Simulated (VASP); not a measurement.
# ZrS (Fm-3m) in VASP: notebook

Runs on ZrS. Level: PBEsol. Tasks: single point.

Program: VASP 6.6.1. These are calculated values, not measurements. Logs are shortened: lines on timing, memory, paths and dates and some standing lists are left out, and cuts for length are marked.

**1. The cell of the first run**

The structure is cubic, space group Fm-3m (No. 225). Conventional cell: a = 5.143 Å, b = 5.143 Å, c = 5.143 Å, α = 90.00°, β = 90.00°, γ = 90.00°. Zr (site symmetry m-3m) has 6 S at 2.57 Å within 3.4 Å. S (site symmetry m-3m) has 6 Zr at 2.57 Å within 3.4 Å.

**2. Single point, PBEsol**

File INCAR:

```
SYSTEM = ZrS
PREC = Accurate
ENCUT = 520
EDIFF = 1E-6
ISMEAR = -1
SIGMA = 0.05
LREAL = .FALSE.
LASPH = .TRUE.
NELM = 60
ALGO = Normal
ISIF = 2
LWAVE = .FALSE.
LCHARG = .TRUE.
GGA = PS
LELF = .TRUE.
LVHAR = .TRUE.
NBANDS = 16
```

File KPOINTS:

```
regular mesh
0
G
  8 8 8
  0 0 0
```

File POSCAR:

```
ZrS
1.0
    0.0000000000      2.5714135354      2.5714135354
    2.5714135354      0.0000000000      2.5714135354
    2.5714135354      2.5714135354      0.0000000000
Zr S
1 1
Direct
    0.0000000000      0.0000000000      0.0000000000
    0.5000000000      0.5000000000      0.5000000000
```

Potentials or basis: VASP PAW PBE potentials, release 64 (Zr_sv, S).

Run with:

```
$ cat potpaw_PBE.64/Zr_sv/POTCAR potpaw_PBE.64/S/POTCAR > POTCAR
$ mpirun -np 1 vasp_std > vasp.out
```

OUTCAR:

```text
SYSTEM = ZrS
   PREC = Accurate
   ENCUT = 520
   EDIFF = 1E-6
   ISMEAR = -1
   LREAL = .FALSE.
   LASPH = .TRUE.
   NELM = 60
   ISIF = 2
   GGA = PS

 ion  position               nearest neighbor table
   1  0.000  0.000  0.000-   2 2.57   2 2.57   2 2.57   2 2.57   2 2.57   2 2.57
   2  0.500  0.500  0.500-   1 2.57   1 2.57   1 2.57   1 2.57   1 2.57   1 2.57

  LATTYP: Found a face centered cubic cell.
 ALAT       =     5.1428270708

  Lattice vectors:

 A1 = (   0.0000000000,   2.5714135354,   2.5714135354)
 A2 = (   2.5714135354,   0.0000000000,   2.5714135354)
 A3 = (   2.5714135354,   2.5714135354,   0.0000000000)

Analysis of symmetry for initial positions (statically):
=====================================================================
 Subroutine PRICEL returns:
 Original cell was already a primitive cell.

 Routine SETGRP: Setting up the symmetry group for a
 face centered cubic supercell.

 Subroutine GETGRP returns: Found 48 space group operations
 (whereof 48 operations were pure point group operations)
 out of a pool of 48 trial point group operations.

The static configuration has the point symmetry O_h .

Analysis of symmetry for dynamics (positions and initial velocities):
=====================================================================
 Subroutine PRICEL returns:
 Original cell was already a primitive cell.

 Routine SETGRP: Setting up the symmetry group for a
 face centered cubic supercell.

 Subroutine GETGRP returns: Found 48 space group operations
 (whereof 48 operations were pure point group operations)
 out of a pool of 48 trial point group operations.

The dynamic configuration has the point symmetry O_h .

 Subroutine INISYM returns: Found 48 space group operations
 (whereof 48 operations are pure point group operations),
 and found     1 'primitive' translations

----------------------------------------------------------------------------------------

                                     Primitive cell

  volume of cell :      34.0052

  direct lattice vectors                    reciprocal lattice vectors
     0.000000000  2.571413535  2.571413535    -0.194445581  0.194445581  0.194445581
     2.571413535  0.000000000  2.571413535     0.194445581 -0.194445581  0.194445581
     2.571413535  2.571413535  0.000000000     0.194445581  0.194445581 -0.194445581

  length of vectors
     3.636527896  3.636527896  3.636527896     0.336789626  0.336789626  0.336789626

  position of ions in fractional coordinates (direct lattice)
     0.000000000  0.000000000  0.000000000
     0.500000000  0.500000000  0.500000000

  ion indices of the primitive-cell ions
   primitive index   ion index
                 1           1
                 2           2

----------------------------------------------------------------------------------------

 KPOINTS: regular mesh

Automatic generation of k-mesh.
 Grid dimensions read from file:
 generate k-points for:    8    8    8

 Generating k-lattice:

  Cartesian coordinates                     Fractional coordinates (reciprocal lattice)
    -0.024305698  0.024305698  0.024305698     0.125000000  0.000000000  0.000000000
     0.024305698 -0.024305698  0.024305698     0.000000000  0.125000000  0.000000000
     0.024305698  0.024305698 -0.024305698     0.000000000  0.000000000  0.125000000

  Length of vectors
     0.042098703  0.042098703  0.042098703

  Shift w.r.t. Gamma in fractional coordinates (k-lattice)
     0.000000000  0.000000000  0.000000000

 Subroutine IBZKPT returns following result:
 ===========================================

 Found     29 irreducible k-points:

 Following reciprocal coordinates:
            Coordinates               Weight
  0.000000  0.000000  0.000000      1.000000
  0.125000  0.000000  0.000000      8.000000
  0.250000  0.000000  0.000000      8.000000
  0.375000  0.000000  0.000000      8.000000
  0.500000  0.000000  0.000000      4.000000
  0.125000  0.125000  0.000000      6.000000
[... 16 lines left out ...]
  0.500000  0.250000  0.125000     48.000000
 -0.375000  0.250000  0.125000     24.000000
 [... further k-points ...]
   k-points           NKPTS =     29   k-points in BZ     NKDIM =     29   number of bands    NBANDS=     16
   number of dos      NEDOS =    301   number of ions     NIONS =      2
   total plane-waves  NPLWV =  21952
   dimension x,y,z NGX =    28 NGY =   28 NGZ =   28
   dimension x,y,z NGXF=    56 NGYF=   56 NGZF=   56
   ions per type =               1   1
   NGX,Y,Z   is equivalent  to a cutoff of  12.80, 12.80, 12.80 a.u.
   NGXF,Y,Z  is equivalent  to a cutoff of  25.60, 25.60, 25.60 a.u.
 SYSTEM =  ZrS
   PREC   = accura    normal or accurate (medium, high low for compatibility)
   ISTART =      0    job   : 0-new  1-cont  2-samecut
   ICHARG =      2    charge: 1-file 2-atom 10-const
   ISPIN  =      1    spin polarized calculation?
   LNONCOLLINEAR =      F non collinear calculations
   LSORBIT =      F    spin-orbit coupling
   LASPH  =      T    aspherical Exc in radial PAW
   ENCUT  =  520.0 eV  38.22 Ry    6.18 a.u.   6.76  6.76  6.76*2*pi/ulx,y,z
   NELM   =     60;   NELMIN=  2; NELMDL= -5     # of ELM steps
   EDIFF  = 0.1E-05   stopping-criterion for ELM
   LREAL  =      F    real-space projection
   EDIFFG = 0.1E-04   stopping-criterion for IOM
   NSW    =      0    number of steps for IOM
   IBRION =     -1    ionic relax: 0-MD 1-quasi-New 2-CG
   NFREE  =      0    steps in history (QN), initial steepest desc. (CG)
   ISIF   =      2    stress and relaxation
   ISYM   =      2    0-nonsym 1-usesym 2-fastsym
   POTIM  = 0.5000    time-step for ionic-motion
   TEBEG  =    0.0;   TEEND  =   0.0 temperature during run
   PSTRESS=    0.0 pullay stress
   NELECT =      18.0000    total number of electrons
   NUPDOWN=      -1.0000    fix difference up-down
   EMIN   =  10.00;   EMAX   =-10.00  energy-range for DOS
   EFERMI =   0.00;   METHOD = LEGACY
   ISMEAR =    -1;   SIGMA  =   0.05  broadening in eV -4-tet -1-fermi 0-gaus
   EFERMI_NEDOS =   21; number of points for ismear=-14 and -15
   IALGO  =     38    algorithm
   IMIX   =      4    mixing-type and parameters
     AMIX     =   0.40;   BMIX     =  1.00
     AMIX_MAG =   1.60;   BMIX_MAG =  1.00
  volume/ion in A,a.u.               =      17.00       114.74
  Fermi-wavevector in a.u.,A,eV,Ry     =   1.324292  2.502549 23.861206  1.753749
  Thomas-Fermi vector in A             =   2.453837
   LORBIT       =      0    0 simple, 1 ext, 2 COOP (PROOUT), +10 PAW based schemes
   GGA     = PS    functional components
   LHFCALC =     F    Hartree Fock is set to
   AEXX    =    0.0000 exact exchange contribution
   IVDW    =     0    specifies the selected vdW correction
   LEPSILON=     F    determine dielectric tensor
   LRPA    =     F    only Hartree local field effects (RPA)
 non-spin polarized calculation
  energy-cutoff  :      520.00
  volume of cell :       34.01
 maximum number of plane-waves:       941
   NGX = 13   NGY = 13   NGZ = 13

 number of electron      17.9999999 magnetization

 Free energy of the ion-electron system (eV)
  ---------------------------------------------------
  ext. energy  EPLUGINS =         0.00000000
  ---------------------------------------------------
  free energy    TOTEN  =       -16.50986909 eV

  energy without entropy =      -16.50045356  energy(sigma->0) =      -16.50516132

 E-fermi :  11.4473     XC(G=0): -11.7577

 val. band max:       11.4274998012   @ k =  -0.2500   0.5000   0.2500
 cond. band min:      11.4659781845   @ k =  -0.3750   0.2500   0.0000
 fundamental gap:      0.0384783834
 Fermi energy:        11.4472797421

 k-point     1 :       0.0000    0.0000    0.0000
  band No.  band energies     occupation
      1     -38.3290      2.00000
      2     -16.3322      2.00000
      3     -16.3322      2.00000
      4     -16.3322      2.00000
      5      -4.7233      2.00000
      6       7.8572      2.00000
[... 8 lines left out ...]
     15      18.5202      0.00000
     16      24.3381      0.00000

 k-point     2 :       0.1250    0.0000    0.0000
  band No.  band energies     occupation
      1     -38.3237      2.00000
      2     -16.4022      2.00000
      3     -16.3379      2.00000
      4     -16.3379      2.00000
      5      -4.4993      2.00000
      6       6.7542      2.00000
[... 8 lines left out ...]
     15      19.2082      0.00000
     16      23.0918      0.00000

 k-point     3 :       0.2500    0.0000    0.0000
  band No.  band energies     occupation
      1     -38.3109      2.00000
      2     -16.5661      2.00000
      3     -16.3516      2.00000
      4     -16.3516      2.00000
      5      -3.9182      2.00000
      6       5.0106      2.00000
[... 8 lines left out ...]
     15      19.8006      0.00000
     16      21.2849      0.00000

 k-point     4 :       0.3750    0.0000    0.0000
  band No.  band energies     occupation
      1     -38.2981      2.00000
      2     -16.7230      2.00000
      3     -16.3653      2.00000
      4     -16.3653      2.00000
      5      -3.2465      2.00000
      6       3.6086      2.00000
[... 8 lines left out ...]
     15      18.9454      0.00000
     16      18.9454      0.00000
[... 324 lines left out ...]
 k-point    22 :       0.3750    0.2500    0.1250
  band No.  band energies     occupation
      1     -38.3015      2.00000
      2     -16.5934      2.00000
      3     -16.4280      2.00000
      4     -16.3737      2.00000
      5      -3.7003      2.00000
      6       4.3713      2.00000
[... 8 lines left out ...]
     15      19.6079      0.00000
     16      19.9636      0.00000

 k-point    23 :       0.5000    0.2500    0.1250
  band No.  band energies     occupation
      1     -38.2913      2.00000
      2     -16.6732      2.00000
      3     -16.4663      2.00000
      4     -16.3947      2.00000
      5      -3.3471      2.00000
      6       3.9640      2.00000
[... 8 lines left out ...]
     15      18.2795      0.00000
     16      19.3307      0.00000

 k-point    24 :      -0.3750    0.2500    0.1250
  band No.  band energies     occupation
      1     -38.2870      2.00000
      2     -16.7075      2.00000
      3     -16.4758      2.00000
      4     -16.4079      2.00000
      5      -3.1956      2.00000
      6       3.8133      2.00000
[... 8 lines left out ...]
     15      19.2789      0.00000
     16      19.5710      0.00000

 [... further k-points ...]
[... 5 lines left out ...]
  --------------------------------------------------------------------------------------
  -------------------------------------------------------------------------------------
  Total        0.4614565      0.4614565      0.4614565      0.0000000     -0.0000000     -0.0000000
  in kB       21.7418040     21.7418040     21.7418040      0.0000000     -0.0000000     -0.0000000
  external PRESSURE =      21.7418040 kB  Pullay stress =       0.0000000 kB

 VOLUME and BASIS-vectors are now :
 -----------------------------------------------------------------------------
  energy-cutoff  :      520.00
  volume of cell :       34.01
      direct lattice vectors                 reciprocal lattice vectors
     0.000000000  2.571413535  2.571413535    -0.194445581  0.194445581  0.194445581
     2.571413535  0.000000000  2.571413535     0.194445581 -0.194445581  0.194445581
     2.571413535  2.571413535  0.000000000     0.194445581  0.194445581 -0.194445581

 POSITION                                       TOTAL-FORCE (eV/Angst)
 -----------------------------------------------------------------------------------
      0.00000      0.00000      0.00000         0.000000     -0.000000      0.000000
      2.57141      2.57141      2.57141        -0.000000      0.000000     -0.000000
 -----------------------------------------------------------------------------------
    total drift:                                0.000000      0.000000      0.000000

  FREE ENERGIE OF THE ION-ELECTRON SYSTEM (eV)
  ---------------------------------------------------
  free  energy   TOTEN  =       -16.5098690883 eV

  energy  without entropy=      -16.5004535600  energy(sigma->0) =      -16.50516132
```

Run time: 37 s. Hardware: 1 thread of AMD EPYC 7R13, shared host; peak memory 0.13 GiB.

What came out:

```yaml
Free_energy: -16.5099 eV
Pressure: 2.2 GPa
Band_gap_on_the_k_mesh: zero (band 9 reaches 13.02 eV, above the bottom of band 10 at 9.89 eV)
```

Levels at points of the mesh, in eV from the Fermi level:
| k point | band 5 | band 6 | band 7 | band 8 | band 9 | band 10 | band 11 | band 12 | band 13 | band 14 |
| --- | --- | --- | --- | --- | --- | --- | --- | --- | --- | --- |
| (0.00, 0.00, 0.00) | -16.17 | -3.59 | -3.59 | -3.59 | -1.55 | -1.55 | -1.55 | -0.81 | -0.81 | 2.27 |
| (0.50, 0.00, 0.00) | -14.37 | -8.40 | -6.27 | -6.27 | 1.57 | 1.57 | 1.87 | 1.95 | 5.90 | 5.90 |
| (0.50, 0.50, 0.00) | -15.27 | -6.42 | -4.55 | -4.55 | -3.81 | 0.49 | 2.57 | 2.57 | 3.02 | 3.73 |

Caveat: the PAW data sets were made with another functional, which shifts forces and pressure a little.

**3. Single point, PBEsol**

This run uses another cell than the first one, of 17.36 Å³/atom, 1.021 times its volume.

File INCAR:

```
PREC = Accurate ; ENCUT = 520
EDIFF = 1E-6 ; ISMEAR = -1
SIGMA = 0.05 ; LREAL = False
LASPH = True ; NELM = 60
ALGO = Normal ; ISIF = 2
LWAVE = False ; LCHARG = False
GGA = PS ; NBANDS = 16
```

File KPOINTS:

```
Automatic mesh
0
Gamma
  8 8 8
```

File POSCAR:

```
ZrS
1.0
    0.0000000000      2.5895226780      2.5895226780
    2.5895226780      0.0000000000      2.5895226780
    2.5895226780      2.5895226780      0.0000000000
Zr S
1 1
Direct
    0.0000000000      0.0000000000      0.0000000000
    0.5000000000      0.5000000000      0.5000000000
```

Potentials or basis: VASP PAW PBE potentials, release 64 (Zr_sv, S).

Run with:

```
$ cat potpaw_PBE.64/Zr_sv/POTCAR potpaw_PBE.64/S/POTCAR > POTCAR
$ mpirun -np 1 vasp_std > vasp.out
```

Run time: 35 s. Hardware: 1 thread of AMD EPYC 7R13, shared host; peak memory 0.13 GiB.

The run converged. Its results:

```yaml
Free_energy: -16.5127 eV
Pressure: -1.0 GPa
Band_gap_on_the_k_mesh: zero (band 9 reaches 12.70 eV, above the bottom of band 10 at 9.67 eV)
```

Levels at points of the mesh, in eV from the Fermi level:
| k point | band 6 | band 7 | band 8 | band 9 | band 10 | band 11 | band 12 | band 13 |
| --- | --- | --- | --- | --- | --- | --- | --- | --- |
| (0.00, 0.00, 0.00) | -3.59 | -3.59 | -3.59 | -1.50 | -1.50 | -1.50 | -0.78 | -0.78 |
| (0.50, 0.00, 0.00) | -8.29 | -6.19 | -6.19 | 1.52 | 1.52 | 1.85 | 1.87 | 5.85 |
| (0.50, 0.50, 0.00) | -6.39 | -4.55 | -4.55 | -3.71 | 0.48 | 2.48 | 2.48 | 2.92 |

Caveat: the PAW data sets were made with another functional, which shifts forces and pressure a little.

**4. Single point, PBEsol**

This run uses another cell than the first one, of 17.73 Å³/atom, 1.043 times its volume.

File INCAR:

```
SYSTEM = ZrS
ALGO = Normal
EDIFF = 1E-7
ENCUT = 520
GGA = PS
ISIF = 2
ISMEAR = -1
LASPH = .TRUE.
LCHARG = .TRUE.
LELF = .TRUE.
LREAL = .FALSE.
LVHAR = .TRUE.
LWAVE = .FALSE.
NBANDS = 16
NELM = 100
PREC = Accurate
SIGMA = 0.05
```

File KPOINTS:

```
k-points
0
G
  8 8 8
  0 0 0
```

File POSCAR:

```
ZrS
1.0
    0.0000000000      2.6073820195      2.6073820195
    2.6073820195      0.0000000000      2.6073820195
    2.6073820195      2.6073820195      0.0000000000
Zr S
1 1
Direct
    0.0000000000      0.0000000000      0.0000000000
    0.5000000000      0.5000000000      0.5000000000
```

Run with:

```
$ cat potpaw_PBE.64/Zr_sv/POTCAR potpaw_PBE.64/S/POTCAR > POTCAR
$ mpirun -np 1 vasp_std > vasp.out
```

Run time: 41 s. Hardware: 1 thread of AMD EPYC 7R13, shared host; peak memory 0.13 GiB.

It converged, with:

```
Free energy            : -16.5020 eV
Pressure               : -3.8 GPa
Band gap on the k mesh : zero (band 9 reaches 12.38 eV, above the bottom of band 10 at 9.46 eV)
```

Levels at points of the mesh, in eV from the Fermi level:
| k point | band 6 | band 7 | band 8 | band 9 | band 10 | band 11 | band 12 | band 13 |
| --- | --- | --- | --- | --- | --- | --- | --- | --- |
| (0.00, 0.00, 0.00) | -3.58 | -3.58 | -3.58 | -1.46 | -1.46 | -1.46 | -0.76 | -0.76 |
| (0.50, 0.00, 0.00) | -8.19 | -6.10 | -6.10 | 1.47 | 1.47 | 1.80 | 1.83 | 5.75 |
| (0.50, 0.50, 0.00) | -6.35 | -4.53 | -4.53 | -3.61 | 0.47 | 2.40 | 2.40 | 2.83 |

Caveat: the PAW data sets were made with another functional, which shifts forces and pressure a little.

[end of part 1 of 2]
